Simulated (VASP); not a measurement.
Runs of VASP 6.6.1 on Pb. The structure is that of space group P6_3/mmc (No. 194), or close to it. The cells are those of the table. 

```tsv
task	cell	cutoff (eV)	k mesh for the DOS	occupations for the DOS	gap on the mesh (eV)	pressure (GPa)
single point	a = 2.618, b = 2.618, c = 8.605 Å, angles 90.0, 90.0, 120.0°, 4 atoms	520	-	-	none	347.9
single point	a = 3.235, b = 3.235, c = 10.567 Å, angles 90.0, 90.0, 120.0°, 4 atoms	520	-	-	none	22.8
single point	a = 3.510, b = 3.510, c = 11.368 Å, angles 90.0, 90.0, 120.0°, 4 atoms	520	-	-	none	2.2
single point	a = 3.375, b = 3.375, c = 11.003 Å, angles 90.0, 90.0, 120.0°, 4 atoms	520	-	-	none	(b)
relaxation of shape and atoms at fixed volume	relaxed from a = 2.633, b = 2.633, c = 8.508 Å, angles 90.0, 90.0, 120.0°, 4 atoms	600	-	-	none	348.1
single point	a = 3.573, b = 3.573, c = 11.548 Å, angles 90.0, 90.0, 120.0°, 4 atoms	520	-	-	none	(a)
```

Alike in all rows: level PBE; potentials or basis VASP PAW PBE potentials, release 64 (Pb_d); no spin polarisation; k mesh 10 × 10 × 3; smearing fermi-dirac 0.1 eV.

**Question.** Fill in the values left out.

**Answer.** (a) -0.1; (b) 9.4.

Caveats: spin-orbit coupling is left out, which moves the levels of the heavy elements.

A k mesh can miss the band edges, and the runs leave out spin-orbit coupling on Pb.

A gap of «none» marks levels without a gap at the run's occupations.
